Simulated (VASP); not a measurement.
# KI (Fm-3m) in VASP: further runs, part 2 of 2

VASP 6.6.1.

## (6) Relaxation of cell and atoms, PBE

Contents of INCAR:

```
SYSTEM = KI
PREC = Accurate
ENCUT = 500
EDIFF = 1E-7
ISMEAR = -1
SIGMA = 0.02
LREAL = .FALSE.
LASPH = .TRUE.
NELM = 120
ALGO = Normal
ISIF = 3
LWAVE = .FALSE.
LCHARG = .FALSE.
GGA = PE
IBRION = 2
NSW = 80
EDIFFG = -0.005
GGA_COMPAT = .FALSE.
NELMIN = 4
```

Contents of KPOINTS:

```
regular mesh
0
G
  6 6 6
  0 0 0
```

Contents of POSCAR:

```
KI
1.0
    0.0000000000      3.5424356157      3.5424356157
    3.5424356157      0.0000000000      3.5424356157
    3.5424356157      3.5424356157      0.0000000000
K I
1 1
Direct
    0.0000000000      0.0000000000      0.0000000000
    0.5000000000      0.5000000000      0.5000000000
```

Potentials or basis: VASP PAW PBE potentials, release 64 (K_sv, I).

Run with:

```bash
$ cat potpaw_PBE.64/K_sv/POTCAR potpaw_PBE.64/I/POTCAR > POTCAR
$ mpirun -np 1 vasp_std > vasp.out
```

OUTCAR:

```text
SYSTEM = KI
   PREC = Accurate
   ENCUT = 500
   EDIFF = 1E-7
   ISMEAR = -1
   LREAL = .FALSE.
   LASPH = .TRUE.
   NELM = 120
   ISIF = 3
   GGA = PE
   IBRION = 2
   NSW = 80
   EDIFFG = -0.005
   NELMIN = 4

 ion  position               nearest neighbor table
   1  0.000  0.000  0.000-   2 3.54   2 3.54   2 3.54   2 3.54   2 3.54   2 3.54
   2  0.500  0.500  0.500-   1 3.54   1 3.54   1 3.54   1 3.54   1 3.54   1 3.54

  LATTYP: Found a face centered cubic cell.
 ALAT       =     7.0848712314

  Lattice vectors:

 A1 = (   0.0000000000,   3.5424356157,   3.5424356157)
 A2 = (   3.5424356157,   0.0000000000,   3.5424356157)
 A3 = (   3.5424356157,   3.5424356157,   0.0000000000)

Analysis of symmetry for initial positions (statically):
=====================================================================
 Subroutine PRICEL returns:
 Original cell was already a primitive cell.

 Routine SETGRP: Setting up the symmetry group for a
 face centered cubic supercell.

 Subroutine GETGRP returns: Found 48 space group operations
 (whereof 48 operations were pure point group operations)
 out of a pool of 48 trial point group operations.

The static configuration has the point symmetry O_h .

Analysis of symmetry for dynamics (positions and initial velocities):
=====================================================================
 Subroutine PRICEL returns:
 Original cell was already a primitive cell.

 Routine SETGRP: Setting up the symmetry group for a
 face centered cubic supercell.

 Subroutine GETGRP returns: Found 48 space group operations
 (whereof 48 operations were pure point group operations)
 out of a pool of 48 trial point group operations.

The dynamic configuration has the point symmetry O_h .

 Subroutine INISYM returns: Found 48 space group operations
 (whereof 48 operations are pure point group operations),
 and found     1 'primitive' translations

----------------------------------------------------------------------------------------

                                     Primitive cell

  volume of cell :      88.9070

  direct lattice vectors                    reciprocal lattice vectors
     0.000000000  3.542435616  3.542435616    -0.141145826  0.141145826  0.141145826
     3.542435616  0.000000000  3.542435616     0.141145826 -0.141145826  0.141145826
     3.542435616  3.542435616  0.000000000     0.141145826  0.141145826 -0.141145826

  length of vectors
     5.009760492  5.009760492  5.009760492     0.244471741  0.244471741  0.244471741

  position of ions in fractional coordinates (direct lattice)
     0.000000000  0.000000000  0.000000000
     0.500000000  0.500000000  0.500000000

  ion indices of the primitive-cell ions
   primitive index   ion index
                 1           1
                 2           2

----------------------------------------------------------------------------------------

 KPOINTS: regular mesh

Automatic generation of k-mesh.
 Grid dimensions read from file:
 generate k-points for:    6    6    6

 Generating k-lattice:

  Cartesian coordinates                     Fractional coordinates (reciprocal lattice)
    -0.023524304  0.023524304  0.023524304     0.166666667  0.000000000  0.000000000
     0.023524304 -0.023524304  0.023524304     0.000000000  0.166666667  0.000000000
     0.023524304  0.023524304 -0.023524304     0.000000000  0.000000000  0.166666667

  Length of vectors
     0.040745290  0.040745290  0.040745290

  Shift w.r.t. Gamma in fractional coordinates (k-lattice)
     0.000000000  0.000000000  0.000000000

 Subroutine IBZKPT returns following result:
 ===========================================

 Found     16 irreducible k-points:

 Following reciprocal coordinates:
            Coordinates               Weight
  0.000000  0.000000  0.000000      1.000000
  0.166667  0.000000  0.000000      8.000000
  0.333333  0.000000  0.000000      8.000000
  0.500000  0.000000  0.000000      4.000000
  0.166667  0.166667  0.000000      6.000000
  0.333333  0.166667  0.000000     24.000000
[... 8 lines left out ...]
 -0.333333  0.333333  0.166667     24.000000
 -0.333333  0.500000  0.166667     12.000000
   k-points           NKPTS =     16   k-points in BZ     NKDIM =     16   number of bands    NBANDS=     12
   number of dos      NEDOS =    301   number of ions     NIONS =      2
   total plane-waves  NPLWV =  64000
   dimension x,y,z NGX =    40 NGY =   40 NGZ =   40
   dimension x,y,z NGXF=    80 NGYF=   80 NGZF=   80
   ions per type =               1   1
   NGX,Y,Z   is equivalent  to a cutoff of  13.27, 13.27, 13.27 a.u.
   NGXF,Y,Z  is equivalent  to a cutoff of  26.55, 26.55, 26.55 a.u.
 SYSTEM =  KI
   PREC   = accura    normal or accurate (medium, high low for compatibility)
   ISTART =      0    job   : 0-new  1-cont  2-samecut
   ICHARG =      2    charge: 1-file 2-atom 10-const
   ISPIN  =      1    spin polarized calculation?
   LNONCOLLINEAR =      F non collinear calculations
   LSORBIT =      F    spin-orbit coupling
   LASPH  =      T    aspherical Exc in radial PAW
   ENCUT  =  500.0 eV  36.75 Ry    6.06 a.u.   9.13  9.13  9.13*2*pi/ulx,y,z
   NELM   =    120;   NELMIN=  4; NELMDL= -5     # of ELM steps
   EDIFF  = 0.1E-06   stopping-criterion for ELM
   LREAL  =      F    real-space projection
   EDIFFG = -.5E-02   stopping-criterion for IOM
   NSW    =     80    number of steps for IOM
   IBRION =      2    ionic relax: 0-MD 1-quasi-New 2-CG
   NFREE  =      1    steps in history (QN), initial steepest desc. (CG)
   ISIF   =      3    stress and relaxation
   ISYM   =      2    0-nonsym 1-usesym 2-fastsym
   POTIM  = 0.5000    time-step for ionic-motion
   TEBEG  =    0.0;   TEEND  =   0.0 temperature during run
   PSTRESS=    0.0 pullay stress
   NELECT =      16.0000    total number of electrons
   NUPDOWN=      -1.0000    fix difference up-down
   EMIN   =  10.00;   EMAX   =-10.00  energy-range for DOS
   EFERMI =   0.00;   METHOD = LEGACY
   ISMEAR =    -1;   SIGMA  =   0.02  broadening in eV -4-tet -1-fermi 0-gaus
   EFERMI_NEDOS =   21; number of points for ismear=-14 and -15
   IALGO  =     38    algorithm
   IMIX   =      4    mixing-type and parameters
     AMIX     =   0.40;   BMIX     =  1.00
     AMIX_MAG =   1.60;   BMIX_MAG =  1.00
  volume/ion in A,a.u.               =      44.45       299.99
  Fermi-wavevector in a.u.,A,eV,Ry     =   0.924279  1.746633 11.623332  0.854291
  Thomas-Fermi vector in A             =   2.050007
   LORBIT       =      0    0 simple, 1 ext, 2 COOP (PROOUT), +10 PAW based schemes
   GGA     = PE    functional components
   LHFCALC =     F    Hartree Fock is set to
   AEXX    =    0.0000 exact exchange contribution
   IVDW    =     0    specifies the selected vdW correction
   LEPSILON=     F    determine dielectric tensor
   LRPA    =     F    only Hartree local field effects (RPA)
 conjugate gradient relaxation of ions
 non-spin polarized calculation
  energy-cutoff  :      500.00
  volume of cell :       88.91
 maximum number of plane-waves:      2285
 NGX is ok and might be reduce to    40
   NGX = 19   NGY = 19   NGZ = 19

--------------------------------------- Ionic step        1  -------------------------------------------

 number of electron      15.9999999 magnetization

 Free energy of the ion-electron system (eV)
  ---------------------------------------------------
  ext. energy  EPLUGINS =         0.00000000
  ---------------------------------------------------
  free energy    TOTEN  =        -5.55889206 eV

  energy without entropy =       -5.55889206  energy(sigma->0) =       -5.55889206

 E-fermi :   0.0555     XC(G=0):  -7.1455

 val. band max:       -0.4577143115   @ k =   0.0000   0.0000   0.0000
 cond. band min:       3.4861823411   @ k =   0.0000   0.0000   0.0000
 fundamental gap:      3.9438966526
 Fermi energy:         0.0554779849

 k-point     1 :       0.0000    0.0000    0.0000
  band No.  band energies     occupation
      1     -28.9742      2.00000
      2     -12.4606      2.00000
      3     -12.4606      2.00000
      4     -12.4606      2.00000
      5     -10.9474      2.00000
      6      -0.4577      2.00000
      7      -0.4577      2.00000
      8      -0.4577      2.00000
      9       3.4862      0.00000
     10       6.0422      0.00000
     11       6.0422      0.00000
     12       6.0422      0.00000
[... 328 lines left out ...]
  energy  without entropy=       -5.5647108469  energy(sigma->0) =       -5.56471085

--------------------------------------- Ionic step        4  -------------------------------------------

 number of electron      16.0000001 magnetization

 Free energy of the ion-electron system (eV)
  ---------------------------------------------------
  ext. energy  EPLUGINS =         0.00000000
  ---------------------------------------------------
  free energy    TOTEN  =        -5.56475349 eV

  energy without entropy =       -5.56475349  energy(sigma->0) =       -5.56475349

 E-fermi :  -0.2039     XC(G=0):  -6.9788

 val. band max:       -0.6718290647   @ k =   0.0000   0.0000   0.0000
 cond. band min:       3.1754766625   @ k =   0.0000   0.0000   0.0000
 fundamental gap:      3.8473057272
 Fermi energy:        -0.2038597824

 k-point     1 :       0.0000    0.0000    0.0000
  band No.  band energies     occupation
      1     -29.2682      2.00000
      2     -12.7493      2.00000
      3     -12.7493      2.00000
      4     -12.7493      2.00000
      5     -11.1008      2.00000
      6      -0.6718      2.00000
      7      -0.6718      2.00000
      8      -0.6718      2.00000
      9       3.1755      0.00000
     10       5.8405      0.00000
     11       5.8405      0.00000
     12       5.8405      0.00000
[... 252 lines left out ...]
  FREE ENERGIE OF THE ION-ELECTRON SYSTEM (eV)
  ---------------------------------------------------
  free  energy   TOTEN  =        -5.5647534932 eV

  energy  without entropy=       -5.5647534932  energy(sigma->0) =       -5.56475349

 reached required accuracy - stopping structural energy minimisation
```

OSZICAR:

```text
N       E                     dE             d eps       ncg     rms          rms(c)
DAV:   1     0.886272284633E+02    0.88627E+02   -0.63496E+03   384   0.109E+03
DAV:   2    -0.541928822463E-01   -0.88681E+02   -0.82864E+02   480   0.238E+02
DAV:   3    -0.540746554361E+01   -0.53533E+01   -0.53296E+01   496   0.539E+01
[... 40 lines left out ...]
DAV:   5    -0.556475292725E+01   -0.46515E-05   -0.26401E-05   716   0.291E-02    0.534E-03
DAV:   6    -0.556475314623E+01   -0.21897E-06   -0.18750E-07   408   0.428E-03    0.308E-03
DAV:   7    -0.556475338397E+01   -0.23774E-06   -0.82809E-08   316   0.254E-03    0.537E-04
DAV:   8    -0.556475348586E+01   -0.10189E-06   -0.23455E-08   220   0.162E-03    0.404E-04
DAV:   9    -0.556475349316E+01   -0.73017E-08   -0.80625E-09   212   0.600E-04
   4 F= -.55647535E+01 E0= -.55647535E+01  d E =-.586143E-02
```

It took 60 s on 1 thread of AMD EPYC 7R43 (Zen 3), shared host; peak memory 0.21 GiB.

Results:

* Free energy: -5.5648 eV
* Relaxed volume: 46.41 Å³/atom
* Relaxed cell: a = 5.082 Å, b = 5.082 Å, c = 5.082 Å, α = 60.00°, β = 60.00°, γ = 60.00°
* Space group after relaxing (to 0.05 Å): Fm-3m (No. 225)
* Energy gained by relaxing: 2.9 meV/atom
* Ionic steps: 4
* Pressure after relaxing: 0.0 GPa
* Band gap on the k mesh: 3.85 eV, direct

Step by step:
```tsv
step	energy change (eV)	largest force (eV/Å)	pressure (GPa)	volume (Å³)
1	0.0000	0.0000	0.50	88.91
2	-0.0042	0.0000	0.26	90.72
3	-0.0058	0.0000	-0.04	93.15
4	-0.0059	0.0000	0.00	92.82
```

Final structure:
```
K I
1.0
     0.00000    3.59371    3.59371
     3.59371    0.00000    3.59371
     3.59371    3.59371    0.00000
K I
1 1
Direct
  0.00000 0.00000 0.00000
  0.50000 0.50000 0.50000
```

Levels at points of the mesh, in eV from the valence-band top:
| k point | band 5 | band 6 | band 7 | band 8 | band 9 | band 10 | band 11 | band 12 |
| --- | --- | --- | --- | --- | --- | --- | --- | --- |
| (0.00, 0.00, 0.00) | -10.43 | 0.00 | 0.00 | 0.00 | 3.85 | 6.51 | 6.51 | 6.51 |
| (0.50, 0.00, 0.00) | -10.21 | -1.21 | -0.30 | -0.30 | 5.47 | 7.55 | 8.04 | 8.04 |
| (0.50, 0.50, 0.00) | -10.31 | -0.92 | -0.34 | -0.34 | 5.01 | 5.65 | 8.04 | 8.55 |

Caveat: spin-orbit coupling is left out, which moves the levels of the heavy elements.

## (7) The runs side by side

```tsv
task	level	potentials or basis	cell	cutoff (eV)	smearing	gap on the mesh (eV)	pressure (GPa)
single point	LDA	VASP PAW LDA potentials, release 64 (K_sv, I)	a = 5.013 Å, angles 60.0°, 2 atoms	500	gaussian 0.01 eV	3.59	-1.4
single point	PBE	VASP PAW PBE potentials, release 64 (K_sv, I)	a = 5.076 Å, angles 60.0°, 2 atoms	500	fermi-dirac 0.02 eV	3.86	0.0
single point	r2SCAN	VASP PAW PBE potentials, release 64 (K_sv, I)	a = 5.013 Å, angles 60.0°, 2 atoms	550	fermi-dirac 0.02 eV	4.58	0.0
single point	r2SCAN	VASP PAW PBE potentials, release 64 (K_sv, I)	a = 5.013 Å, angles 60.0°, 2 atoms	550	gaussian 0.01 eV	4.58	0.0
relaxation of cell and atoms	PBE	VASP PAW PBE potentials, release 64 (K_sv, I)	relaxed from a = 5.010 Å, angles 60.0°, 2 atoms	500	fermi-dirac 0.02 eV	3.85	0.0
```

Alike in all rows: no spin polarisation; k mesh 6 × 6 × 6.

Caveats: spin-orbit coupling is left out, which moves the levels of the heavy elements; the PAW data sets were made with another functional, which shifts forces and pressure a little (some runs).

Total energies depend on the potentials used, so only differences within one code and one set of settings carry meaning.
